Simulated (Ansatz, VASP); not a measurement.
**Two plane-wave programs on Pd**

File INCAR:

```
SYSTEM = Pd
  PREC = Accurate
  ENCUT = 520
  EDIFF = 1E-7
  ISMEAR = 1
  SIGMA = 0.01
  LREAL = .FALSE.
  LASPH = .TRUE.
  NELM = 150
  ALGO = Normal
  ISIF = 2
  LWAVE = .FALSE.
  LCHARG = .FALSE.
  ISPIN = 2
  MAGMOM = 0.288
  LORBIT = 11
  LMAXMIX = 4
  GGA = PE
  NBANDS = 15
```

KPOINTS

```
regular mesh
0
G
  14 14 14
  0 0 0
```

POSCAR

```
Pd
1.0
    0.0000000000      1.9737080107      1.9737080107
    1.9737080107      0.0000000000      1.9737080107
    1.9737080107      1.9737080107      0.0000000000
Pd
1
Direct
    0.0000000000      0.0000000000      0.0000000000
```

Input for Ansatz:

```yaml
crystal:
  lattice:
    - [0.0, 1.9737080107, 1.9737080107]
    - [1.9737080107, 0.0, 1.9737080107]
    - [1.9737080107, 1.9737080107, 0.0]
  atoms:
    - { symbol: Pd, position: [0.0, 0.0, 0.0], spin: 0.288 }
hamiltonian:
  xc: pbe
  pseudopotentials:
    kind: paw
    azcp:
      Pd: "pseudopotentials/Pd.paw.azcp"
basis:
  ecutwfc: 420
  fft_grid_basis: typed
kpoints:
  mp_grid: { grid: [14, 14, 14], shift: [0, 0, 0] }
magnetization:
  spin_polarized: true
scf:
  occupations: { method: cold, width: 0.01 }
  lower_state_search: "off"
output:
  stress: true
```

Alike in both runs: task single point; functional PBE; k mesh 14 × 14 × 14; collinear spin.

```csv
,VASP,Ansatz
version,VASP 6.6.1,Ansatz 0.2.0
potentials or method,"VASP PAW PBE potentials, release 64 (Pd), cutoff 520 eV","plane waves (420 eV) with PAW, scalar-relativistic"
occupations,"methfessel-paxton of order 1, width 0.01 eV","cold, width 0.01 eV"
valence electrons in the cell,10,18
```

Ansatz gave:

| Item | Value |
| --- | --- |
| pressure (GPa) | 0.0 |
| net moment per atom (μB) | 0.45 |
| size of the moment on the site where the two differ most (μB) | 0.46 |

Estimate VASP's values.

pressure (GPa): -0.3; net moment per atom (μB): 0.45; size of the moment on the site where the two differ most (μB): 0.45.

Site moments also hang on the region over which each program counts them. VASP's potentials hold 10 valence electrons a cell and Ansatz's 18, so a difference there can come from the potentials and not from the codes. Ansatz's warnings: stability check not made.
